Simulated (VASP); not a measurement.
A run of VASP 6.6.1:

The input INCAR:

```
SYSTEM = Nb
  ALGO = Normal
  EDIFF = 1E-6
  ENCUT = 520
  GGA = PE
  ISIF = 2
  ISMEAR = -1
  LASPH = .TRUE.
  LCHARG = .FALSE.
  LREAL = .FALSE.
  LWAVE = .FALSE.
  NBANDS = 12
  NELM = 100
  PREC = Accurate
  SIGMA = 0.06122561905347299
```

File KPOINTS:

```
k-points
0
G
  22 22 22
  0 0 0
```

The input POSCAR:

```
Nb
1.0
    0.0000000000      2.1090943457      2.1090943457
    2.1090943457      0.0000000000      2.1090943457
    2.1090943457      2.1090943457      0.0000000000
Nb
1
Direct
    0.0000000000      0.0000000000      0.0000000000
```

Potentials or basis: VASP PAW PBE potentials, release 64 (Nb_sv).

Launch:

```sh
$ cat potpaw_PBE.64/Nb_sv/POTCAR > POTCAR
$ mpirun -np 1 vasp_std > vasp.out
```

Hardware: 1 thread of AMD EPYC 7R13 Processor (Zen 3) (shared host).

How long does it take, and how much memory?

Run time: 67 s on 1 thread of AMD EPYC 7R13 Processor (Zen 3) (shared host), peak memory 0.16 GiB. Counts: scf iterations 12, k points 328.
